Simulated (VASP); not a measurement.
Here is a VASP 6.6.1 calculation.

File INCAR:

```
SYSTEM = Si16C
PREC = Accurate ; ENCUT = 520
EDIFF = 1E-7 ; ISMEAR = 0
SIGMA = 0.05 ; LREAL = Auto
LASPH = .TRUE. ; NELM = 150
ALGO = Normal ; ISIF = 2
LWAVE = .FALSE. ; LCHARG = .FALSE.
ISPIN = 2 ; MAGMOM = 0 0 0 0 0 0 0 0 0 0 0 0 0 0 0 0 2
LORBIT = 11 ; LDIPOL = .TRUE.
IDIPOL = 3 ; DIPOL = 0.5 0.5 0.322
GGA = PE ; NBANDS = 52
```

Contents of KPOINTS:

```
regular mesh
0
G
  4 4 1
  0 0 0
```

File POSCAR:

```
Si16C
1.0
    7.7021643869      0.0000000000      0.0000000000
    0.0000000000      6.3646811531      0.0000000000
    0.0000000000      0.0000000000     19.7525434939
Si C
16 1
Direct
    0.0000000000      0.9370679262      0.2025055660
    0.5000000000      0.9370679262      0.2025055660
    0.0000000000      0.5629320738      0.2025055660
    0.5000000000      0.5629320738      0.2025055660
    0.2500000000      0.4370679262      0.2587875163
    0.7500000000      0.4370679262      0.2587875163
    0.2500000000      0.0629320738      0.2587875163
    0.7500000000      0.0629320738      0.2587875163
    0.2500000000      0.9333044689      0.3720589473
    0.7500000000      0.9333044689      0.3720589473
    0.2500000000      0.5666955311      0.3720589473
    0.7500000000      0.5666955311      0.3720589473
    0.0000000000      0.4259907553      0.4177964978
    0.5000000000      0.4259907553      0.4177964978
    0.0000000000      0.0740092447      0.4177964978
    0.5000000000      0.0740092447      0.4177964978
    0.2500000000      0.9259907553      0.4652057138
```

Potentials or basis: VASP PAW PBE potentials, release 64 (Si, C).

Run with:

```sh
$ cat potpaw_PBE.64/Si/POTCAR potpaw_PBE.64/C/POTCAR > POTCAR
$ mpirun -np 1 vasp_std > vasp.out
```

Problem. What does it give for the band gap on the k mesh?

Solution. Zero (filled and empty bands overlap).

Problem. Predict the net moment.

Solution. 0.00 μB per cell.

Problem. Estimate the largest force.

Solution. 1.981 eV/Å.

Forces in eV/Å, atoms in the order of the input:
```
Si   0.043 -0.527  0.507
Si  -0.043 -0.527  0.507
Si   0.011  0.593  0.574
Si  -0.011  0.593  0.574
Si   0.000  0.092 -0.795
Si   0.000 -0.075 -0.606
Si   0.000 -0.043 -0.703
Si   0.000 -0.017 -0.393
Si   0.000 -0.787 -1.817
Si   0.000 -0.483 -0.167
Si   0.000 -0.035  0.094
Si   0.000 -0.001  0.006
Si   0.075  0.300 -0.029
Si  -0.075  0.300 -0.029
Si   1.006 -0.153  1.124
Si  -1.006 -0.153  1.124
C    0.000  0.922  0.030
```
